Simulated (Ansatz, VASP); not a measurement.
**Two plane-wave programs on SiF2**

File POSCAR:

```
SiF2
1.0
    3.2552720000      0.0000000000      0.0000000000
   -1.6276360000      2.8191490000      0.0000000000
    0.0000000000      0.0000000000      5.1034750000
Si F
1 2
Direct
    0.0000000000      0.0000000000      0.0000000000
    0.3333300000      0.6666700000      0.2650000000
    0.6666700000      0.3333300000      0.7350000000
```

Contents of INCAR.step1:

```
ALGO = Normal
EDIFF = 1E-4
ENCUT = 520
GGA = PE
ISMEAR = -4
LASPH = T
LCHARG = F
LREAL = F
LWAVE = T
NBANDS = 16
NELM = 100
PREC = Accurate
SIGMA = 0.1
```

The input INCAR.step2:

```
ALGO = Normal
EDIFF = 1E-6
ENCUT = 520
ISIF = 2
ISMEAR = -4
ISTART = 1
LASPH = T
LCHARG = F
LMIXTAU = T
LREAL = F
LWAVE = F
METAGGA = R2SCAN
NBANDS = 16
NELM = 100
PREC = Accurate
SIGMA = 0.1
```

Contents of KPOINTS:

```
k-points
0
Gamma
  6 6 4
```

Input for Ansatz:

```yaml
crystal:
  lattice:
    - [3.255272, 0.0, 0.0]
    - [-1.627636, 2.819149, 0.0]
    - [0.0, 0.0, 5.103475]
  atoms:
    - { symbol: Si, position: [0.0, 0.0, 0.0] }
    - { symbol: F, position: [0.33333, 0.66667, 0.265] }
    - { symbol: F, position: [0.66667, 0.33333, 0.735] }
  symmetry: { tolerance: 0.0003 }
kpoints:
  mp_grid: { grid: [6, 6, 4], shift: [0, 0, 0] }
magnetization:
  spin_polarized: false
scf:
  occupations: { method: tetrahedron_uncorrected }
hamiltonian:
  pseudopotentials: { kind: paw }
  xc: r2scan
basis:
  ecutwfc: 500
  xc_grid: 2
output:
  forces: true
  stress: true
  eigenvalues: true
  write_density: true
  write_potential: true
  elf: true
  volumetric_format: npy
```

Alike in both runs: task single point; functional r2SCAN; k mesh 6 × 6 × 4; no spin polarisation.

|  | VASP | Ansatz |
| --- | --- | --- |
| version | VASP 6.6.1 | Ansatz 0.2.0 |
| potentials or method | VASP PAW PBE potentials, release 64 (Si, F), cutoff 520 eV | PAW plane waves |
| occupations | tetrahedron | tetrahedron-uncorrected |
| valence electrons in the cell | 18 | 18 |

Ansatz gave:

* gap on the k mesh at the Fermi level (eV): 2.59
* pressure (GPa): -6.1
* traceless stress, the component that is largest in VASP (GPa): -6.26
* rms of the force components (eV/Å): 0.629

Task: What did VASP give for the same quantities?

Result: gap on the k mesh at the Fermi level (eV): 2.57; pressure (GPa): -6.3; traceless stress, the component that is largest in VASP (GPa): -6.30; rms of the force components (eV/Å): 0.628.

VASP's potentials were made for PBE, not for r2SCAN. Atom by atom the forces differ by 0.000 eV/Å (rms over components). Ansatz's warnings: band table not solved further, structure snapped to symmetry.
